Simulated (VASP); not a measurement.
# Na4TeC (P4/mmm) in VASP: notebook, part 2 of 2

VASP 6.6.1. The steps go on from the part before.

## (4) Single point, PBE

This run uses another cell than the first one, of 26.33 Å³/atom, 0.991 times its volume.

Contents of INCAR:

```
PREC     = Accurate       # precision mode
ENCUT    = 520            # plane-wave cutoff, eV
EDIFF    = 1E-6           # SCF threshold, eV
ISMEAR   = 0              # smearing method
SIGMA    = 0.1            # smearing width, eV
LREAL    = False          # projectors in reciprocal space
LASPH    = True           # aspherical terms in the spheres
NELM     = 80             # most SCF steps
ALGO     = Normal         # electronic algorithm
ISIF     = 2              # what is computed and relaxed
LWAVE    = False          # write WAVECAR
LCHARG   = True           # write CHGCAR
GGA      = PE             # functional
LELF     = True           # ELF
LVHAR    = True         
NBANDS   = 28             # bands
```

Contents of KPOINTS:

```
regular mesh
0
Gamma
  8 8 6
```

Contents of POSCAR:

```
Na4TeC
1.0
    4.7294482986      0.0000000000      0.0000000000
    0.0000000000      4.7294482986      0.0000000000
    0.0000000000      0.0000000000      7.0625290597
Na Te C
4 1 1
Direct
    0.5000000000      0.0000000000      0.2200279395
    0.0000000000      0.5000000000      0.7799720605
    0.5000000000      0.0000000000      0.7799720605
    0.0000000000      0.5000000000      0.2200279395
    0.5000000000      0.5000000000      0.5000000000
    0.0000000000      0.0000000000      0.0000000000
```

Potentials or basis: VASP PAW PBE potentials, release 64 (Na_pv, Te, C).

Command:

```sh
cat potpaw_PBE.64/Na_pv/POTCAR potpaw_PBE.64/Te/POTCAR potpaw_PBE.64/C/POTCAR > POTCAR
mpirun -np 1 vasp_std > vasp.out
```

OUTCAR:

```text
PREC = Accurate
   ENCUT = 520
   EDIFF = 1E-6
   ISMEAR = 0
   LREAL = False
   LASPH = True
   NELM = 80
   ISIF = 2
   GGA = PE

 ion  position               nearest neighbor table
   1  0.500  0.000  0.220-   5 3.08   5 3.08
   2  0.000  0.500  0.780-   5 3.08   5 3.08
   3  0.500  0.000  0.780-   5 3.08   5 3.08
   4  0.000  0.500  0.220-   5 3.08   5 3.08
   5  0.500  0.500  0.500-   1 3.08   2 3.08   3 3.08   4 3.08   1 3.08   3 3.08   2 3.08   4 3.08

   6  0.000  0.000  0.000-

  LATTYP: Found a simple tetragonal cell.
 ALAT       =     4.7294482986
 C/A-ratio  =     1.4933092855

  Lattice vectors:

 A1 = (   4.7294482986,   0.0000000000,   0.0000000000)
 A2 = (   0.0000000000,   4.7294482986,   0.0000000000)
 A3 = (   0.0000000000,   0.0000000000,   7.0625290597)

Analysis of symmetry for initial positions (statically):
=====================================================================
 Subroutine PRICEL returns:
 Original cell was already a primitive cell.

 Routine SETGRP: Setting up the symmetry group for a
 simple tetragonal supercell.

 Subroutine GETGRP returns: Found 16 space group operations
 (whereof 16 operations were pure point group operations)
 out of a pool of 16 trial point group operations.

The static configuration has the point symmetry D_4h.

Analysis of symmetry for dynamics (positions and initial velocities):
=====================================================================
 Subroutine PRICEL returns:
 Original cell was already a primitive cell.

 Routine SETGRP: Setting up the symmetry group for a
 simple tetragonal supercell.

 Subroutine GETGRP returns: Found 16 space group operations
 (whereof 16 operations were pure point group operations)
 out of a pool of 16 trial point group operations.

[... 121 lines left out ...]
   EMIN   =  10.00;   EMAX   =-10.00  energy-range for DOS
   EFERMI =   0.00;   METHOD = LEGACY
   ISMEAR =     0;   SIGMA  =   0.10  broadening in eV -4-tet -1-fermi 0-gaus
   EFERMI_NEDOS =   21; number of points for ismear=-14 and -15
   IALGO  =     38    algorithm
   IMIX   =      4    mixing-type and parameters
     AMIX     =   0.40;   BMIX     =  1.00
     AMIX_MAG =   1.60;   BMIX_MAG =  1.00
  volume/ion in A,a.u.               =      26.33       177.68
  Fermi-wavevector in a.u.,A,eV,Ry     =   1.018143  1.924012 14.104017  1.036616
  Thomas-Fermi vector in A             =   2.151584
   LORBIT       =      0    0 simple, 1 ext, 2 COOP (PROOUT), +10 PAW based schemes
   GGA     = PE    functional components
   LHFCALC =     F    Hartree Fock is set to
   AEXX    =    0.0000 exact exchange contribution
   IVDW    =     0    specifies the selected vdW correction
   LEPSILON=     F    determine dielectric tensor
   LRPA    =     F    only Hartree local field effects (RPA)
 non-spin polarized calculation
 Gauss-broadening in eV      SIGMA  =   0.10
  energy-cutoff  :      520.00
  volume of cell :      157.97
 maximum number of plane-waves:      4274
 NGX is ok and might be reduce to    36
   NGX = 17   NGY = 17   NGZ = 27

 number of electron      38.0000026 magnetization

 Free energy of the ion-electron system (eV)
  ---------------------------------------------------
  ext. energy  EPLUGINS =         0.00000000
  ---------------------------------------------------
  free energy    TOTEN  =       -15.53374245 eV

  energy without entropy =      -15.48259539  energy(sigma->0) =      -15.50816892

 E-fermi :   1.0815     XC(G=0):  -7.6186

 val. band max:        1.0752109139   @ k =   0.2500   0.1250   0.3333
 cond. band min:       1.0821204693   @ k =   0.5000   0.5000   0.0000
 fundamental gap:      0.0069095554
 Fermi energy:         1.0815434874

 k-point     1 :       0.0000    0.0000    0.0000
  band No.  band energies     occupation
      1     -22.4878      2.00000
      2     -22.4878      2.00000
      3     -22.4836      2.00000
      4     -22.4793      2.00000
      5     -22.4793      2.00000
      6     -22.4654      2.00000
[... 733 lines left out ...]
     27       7.5466      0.00000
     28       8.0329      0.00000

 [... further k-points ...]
[... 5 lines left out ...]
  --------------------------------------------------------------------------------------
  -------------------------------------------------------------------------------------
  Total        0.0370892      0.0370892      0.0516705      0.0000000      0.0000000     -0.0000000
  in kB        0.3761640      0.3761640      0.5240491      0.0000000      0.0000000     -0.0000000
  external PRESSURE =       0.4254590 kB  Pullay stress =       0.0000000 kB

 VOLUME and BASIS-vectors are now :
 -----------------------------------------------------------------------------
  energy-cutoff  :      520.00
  volume of cell :      157.97
      direct lattice vectors                 reciprocal lattice vectors
     4.729448299  0.000000000  0.000000000     0.211441153  0.000000000  0.000000000
     0.000000000  4.729448299  0.000000000     0.000000000  0.211441153  0.000000000
     0.000000000  0.000000000  7.062529060     0.000000000  0.000000000  0.141592338

 POSITION                                       TOTAL-FORCE (eV/Angst)
 -----------------------------------------------------------------------------------
      2.36472      0.00000      1.55395         0.000000     -0.000000      0.001214
      0.00000      2.36472      5.50858        -0.000000      0.000000     -0.001214
      2.36472      0.00000      5.50858         0.000000     -0.000000     -0.001214
      0.00000      2.36472      1.55395         0.000000      0.000000      0.001214
      2.36472      2.36472      3.53126         0.000000     -0.000000      0.000000
      0.00000      0.00000      0.00000         0.000000     -0.000000      0.000000
 -----------------------------------------------------------------------------------
    total drift:                                0.000000     -0.000000      0.000000

  FREE ENERGIE OF THE ION-ELECTRON SYSTEM (eV)
  ---------------------------------------------------
  free  energy   TOTEN  =       -15.5337424500 eV

  energy  without entropy=      -15.4825953884  energy(sigma->0) =      -15.50816892
```

OSZICAR:

```text
N       E                     dE             d eps       ncg     rms          rms(c)
DAV:   1     0.321003507669E+03    0.32100E+03   -0.19028E+04  3360   0.138E+03
DAV:   2     0.125161587864E+02   -0.30849E+03   -0.30157E+03  3424   0.369E+02
DAV:   3    -0.158940540695E+02   -0.28410E+02   -0.28023E+02  4236   0.119E+02
DAV:   4    -0.169952735265E+02   -0.11012E+01   -0.10840E+01  3904   0.205E+01
DAV:   5    -0.170296237740E+02   -0.34350E-01   -0.34308E-01  4456   0.391E+00    0.771E+00
DAV:   6    -0.172270784227E+02   -0.19745E+00   -0.54637E+01  4116   0.119E+01    0.670E+00
DAV:   7    -0.158088630220E+02    0.14182E+01   -0.44704E+00  3656   0.441E+00    0.300E+00
DAV:   8    -0.155436979273E+02    0.26517E+00   -0.15432E+00  3764   0.288E+00    0.109E+00
DAV:   9    -0.155396239490E+02    0.40740E-02   -0.22414E-01  4192   0.150E+00    0.942E-01
DAV:  10    -0.155315755376E+02    0.80484E-02   -0.44093E-02  3696   0.609E-01    0.604E-01
DAV:  11    -0.155333766078E+02   -0.18011E-02   -0.11015E-02  3592   0.350E-01    0.114E-01
DAV:  12    -0.155337389237E+02   -0.36232E-03   -0.41827E-04  4228   0.942E-02    0.113E-01
DAV:  13    -0.155337292783E+02    0.96453E-05   -0.70085E-04  3628   0.727E-02    0.364E-02
DAV:  14    -0.155337461682E+02   -0.16890E-04   -0.38096E-04  3616   0.503E-02    0.119E-02
DAV:  15    -0.155337421326E+02    0.40355E-05   -0.40425E-05  3152   0.229E-02    0.548E-03
DAV:  16    -0.155337424500E+02   -0.31739E-06   -0.30262E-06  3320   0.954E-03
   1 F= -.15533742E+02 E0= -.15508169E+02  d E =-.511471E-01
```

Wall time 5.2 min (1 thread of Oxide Virtual Turin-like, shared host); peak memory 0.36 GiB.

Results:

```yaml
Free_energy: -15.5337 eV
Pressure: 0.0 GPa
Band_gap_on_the_k_mesh: zero (band 19 reaches 1.30 eV, above the bottom of band 20 at 0.94 eV)
```

Caveat: spin-orbit coupling is left out, which moves the levels of the heavy elements.

## (5) Overview

| cell | k mesh | gap on the mesh (eV) | pressure (GPa) |
| --- | --- | --- | --- |
| a = 4.830, b = 4.830, c = 6.831 Å, 6 atoms | 4 × 4 × 4 | none | 1.0 |
| a = 4.773, b = 4.773, c = 6.976 Å, 6 atoms | 4 × 4 × 4 | none | -0.1 |
| a = 4.729, b = 4.729, c = 7.063 Å, 6 atoms | 8 × 8 × 6 | none | 0.0 |

Alike in all rows: task single point; level PBE; potentials or basis VASP PAW PBE potentials, release 64 (Na_pv, Te, C); no spin polarisation; cutoff (eV) 520; smearing gaussian 0.1 eV.

Caveats: spin-orbit coupling is left out, which moves the levels of the heavy elements.

Total energies depend on the potentials used, so only differences within one code and one set of settings carry meaning.
